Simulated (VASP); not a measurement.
# Au (Pm-3m) in VASP: notebook, part 2 of 2

VASP 6.6.1.

## 3. Single point, PBE (volume scaled by 1.10)

Input file INCAR:

```
SYSTEM = Au
ALGO = Fast
EDIFF = 1E-6
ENCUT = 520
GGA = PE
ISIF = 2
ISMEAR = 0
LASPH = .True.
LCHARG = .False.
LREAL = .False.
LWAVE = .False.
NBANDS = 24
NELM = 60
PREC = Accurate
SIGMA = 0.1
```

Input file KPOINTS:

```
k-points
0
Gamma
  12 12 12
  0 0 0
```

Input file POSCAR:

```
Au
1.0
    4.1104927994      0.0000000000      0.0000000000
    0.0000000000      4.1104927994      0.0000000000
    0.0000000000      0.0000000000      4.1104927994
Au
3
Direct
    0.5000000000      0.0000000000      0.0000000000
    0.0000000000      0.5000000000      0.0000000000
    0.0000000000      0.0000000000      0.5000000000
```

Potentials or basis: VASP PAW PBE potentials, release 64 (Au).

Run with:

```
cat potpaw_PBE.64/Au/POTCAR > POTCAR
mpirun -np 1 vasp_std > vasp.out
```

OUTCAR:

```text
SYSTEM = Au
   EDIFF = 1E-6
   ENCUT = 520
   GGA = PE
   ISIF = 2
   ISMEAR = 0
   LASPH = .True.
   LREAL = .False.
   NELM = 60
   PREC = Accurate

 ion  position               nearest neighbor table
   1  0.500  0.000  0.000-   2 2.91   3 2.91   3 2.91   2 2.91   2 2.91   3 2.91   3 2.91   2 2.91

   2  0.000  0.500  0.000-   1 2.91   3 2.91   3 2.91   1 2.91   3 2.91   3 2.91   1 2.91   1 2.91

   3  0.000  0.000  0.500-   1 2.91   2 2.91   1 2.91   2 2.91   2 2.91   2 2.91   1 2.91   1 2.91

  LATTYP: Found a simple cubic cell.
 ALAT       =     4.1104927994

[... 836 lines left out ...]
     23      15.1485      0.00000
     24      16.3879      0.00000

 [... further k-points ...]
[... 5 lines left out ...]
  --------------------------------------------------------------------------------------
  -------------------------------------------------------------------------------------
  Total       -3.5366408     -3.5366408     -3.5366408      0.0000000     -0.0000000      0.0000000
  in kB      -81.5867929    -81.5867929    -81.5867929      0.0000000     -0.0000000      0.0000000
  external PRESSURE =     -81.5867929 kB  Pullay stress =       0.0000000 kB

 VOLUME and BASIS-vectors are now :
 -----------------------------------------------------------------------------
  energy-cutoff  :      520.00
  volume of cell :       69.45
      direct lattice vectors                 reciprocal lattice vectors
     4.110492799  0.000000000  0.000000000     0.243279833  0.000000000  0.000000000
     0.000000000  4.110492799  0.000000000     0.000000000  0.243279833  0.000000000
     0.000000000  0.000000000  4.110492799     0.000000000  0.000000000  0.243279833

 POSITION                                       TOTAL-FORCE (eV/Angst)
 -----------------------------------------------------------------------------------
      2.05525      0.00000      0.00000         0.000000      0.000000      0.000000
      0.00000      2.05525      0.00000         0.000000      0.000000      0.000000
      0.00000      0.00000      2.05525         0.000000      0.000000      0.000000
 -----------------------------------------------------------------------------------
    total drift:                                0.000000      0.000000     -0.000000

  FREE ENERGIE OF THE ION-ELECTRON SYSTEM (eV)
  ---------------------------------------------------
  free  energy   TOTEN  =        -9.2460831995 eV

  energy  without entropy=       -9.2420599089  energy(sigma->0) =       -9.24407155
```

OSZICAR:

```text
N       E                     dE             d eps       ncg     rms          rms(c)
DAV:   1     0.188474622122E+03    0.18847E+03   -0.16170E+04  4032   0.126E+03
DAV:   2    -0.638012959814E+01   -0.19485E+03   -0.18125E+03  4488   0.273E+02
DAV:   3    -0.998652164454E+01   -0.36064E+01   -0.35754E+01  4824   0.375E+01
DAV:   4    -0.100114072577E+02   -0.24886E-01   -0.24884E-01  4688   0.322E+00
DAV:   5    -0.100117760857E+02   -0.36883E-03   -0.36883E-03  5032   0.434E-01    0.947E+00
RMM:   6    -0.927168093140E+01    0.74010E+00   -0.17772E+00  4036   0.868E+00    0.655E+00
RMM:   7    -0.925009188064E+01    0.21589E-01   -0.14434E-01  4175   0.242E+00    0.387E+00
RMM:   8    -0.924659513965E+01    0.34967E-02   -0.13726E-02  4273   0.803E-01    0.628E-01
RMM:   9    -0.924603915910E+01    0.55598E-03   -0.28358E-03  4360   0.344E-01    0.998E-02
RMM:  10    -0.924610121915E+01   -0.62060E-04   -0.36509E-04  4416   0.108E-01    0.112E-01
RMM:  11    -0.924608260710E+01    0.18612E-04   -0.94454E-05  4392   0.667E-02    0.172E-02
RMM:  12    -0.924608340603E+01   -0.79893E-06   -0.10225E-05  4197   0.198E-02    0.909E-03
RMM:  13    -0.924608319949E+01    0.20654E-06   -0.12020E-06  3016   0.657E-03
   1 F= -.92460832E+01 E0= -.92440716E+01  d E =-.402329E-02
```

stdout:

```text
POSCAR found type information on POSCAR Au
 POSCAR found :  1 types and       3 ions
 scaLAPACK will be used
 LDA part: xc-table for (Slater+PW92), standard interpolation
 POSCAR, INCAR and KPOINTS ok, starting setup
 FFT: planning ... GRIDC
 FFT: planning ... GRID_SOFT
 FFT: planning ... GRID
 WAVECAR not read
 entering main loop
```

It took 2.1 min on 1 thread of Intel Xeon Platinum 8259CL at 2.50GHz (Skylake/Cascade Lake), shared host; peak memory 0.24 GiB.

What came out:

| Property | Result |
| --- | --- |
| Free energy | -9.2461 eV |
| Pressure | -8.2 GPa |

Caveat: spin-orbit coupling is left out, which moves the levels of the heavy elements.

## 4. Single point, PBE (volume scaled by 0.88)

Input file INCAR:

```
SYSTEM = Au
PREC     = Accurate       ! precision mode
ENCUT    = 520            ! plane-wave cutoff, eV
EDIFF    = 1E-6           ! SCF threshold, eV
ISMEAR   = 0              ! smearing method
SIGMA    = 0.1            ! smearing width, eV
LREAL    = .FALSE.        ! projectors in reciprocal space
LASPH    = .TRUE.         ! aspherical terms in the spheres
NELM     = 80             ! most SCF steps
ALGO     = Normal         ! electronic algorithm
ISIF     = 2              ! what is computed and relaxed
LWAVE    = .FALSE.        ! write WAVECAR
LCHARG   = .TRUE.         ! write CHGCAR
GGA      = PE             ! functional
LELF     = .TRUE.         ! ELF
LVHAR    = .TRUE.       
NBANDS   = 24             ! bands
```

Input file KPOINTS:

```
regular mesh
0
G
  12 12 12
  0 0 0
```

Input file POSCAR:

```
Au
1.0
    3.8158434957      0.0000000000      0.0000000000
    0.0000000000      3.8158434957      0.0000000000
    0.0000000000      0.0000000000      3.8158434957
Au
3
Direct
    0.5000000000      0.0000000000      0.0000000000
    0.0000000000      0.5000000000      0.0000000000
    0.0000000000      0.0000000000      0.5000000000
```

Run with:

```
cat potpaw_PBE.64/Au/POTCAR > POTCAR
mpirun -np 1 vasp_std > vasp.out
```

It took 70 s on 1 thread of Intel Xeon Platinum 8259CL at 2.50GHz (Skylake/Cascade Lake), shared host; peak memory 0.21 GiB.

Results (log left out):

```
Free energy : -9.0099 eV
Pressure    : 20.2 GPa
```

Levels at points of the mesh, in eV from the Fermi level:
```csv
k point,band 12,band 13,band 14,band 15,band 16,band 17,band 18,band 19,band 20,band 21
"(0.00, 0.00, 0.00)",-2.10,-1.04,-0.67,-0.67,-0.67,3.02,3.02,3.02,7.96,7.96
"(0.50, 0.00, 0.00)",-3.44,-2.92,-2.92,-2.77,-1.98,-0.67,7.17,7.17,7.85,8.80
"(0.50, 0.50, 0.00)",-3.56,-3.49,-2.87,-2.37,-2.23,1.20,1.45,1.45,10.53,11.40
"(0.50, 0.50, 0.50)",-2.46,-1.07,-1.07,-1.07,-0.82,1.21,1.21,1.21,4.44,4.44
```

Caveat: spin-orbit coupling is left out, which moves the levels of the heavy elements.

## 5. Overview

| cell | gap on the mesh (eV) | pressure (GPa) |
| --- | --- | --- |
| a = 4.060 Å, 3 atoms | none | -5.6 |
| a = 4.110 Å, 3 atoms | none | -8.2 |
| a = 3.816 Å, 3 atoms | none | 20.2 |

Alike in all rows: task single point; level PBE; potentials or basis VASP PAW PBE potentials, release 64 (Au); no spin polarisation; k mesh 12 × 12 × 12; cutoff (eV) 520; smearing gaussian 0.1 eV.

Caveats: spin-orbit coupling is left out, which moves the levels of the heavy elements.

Absolute energies hang on the potentials; compare differences alone.
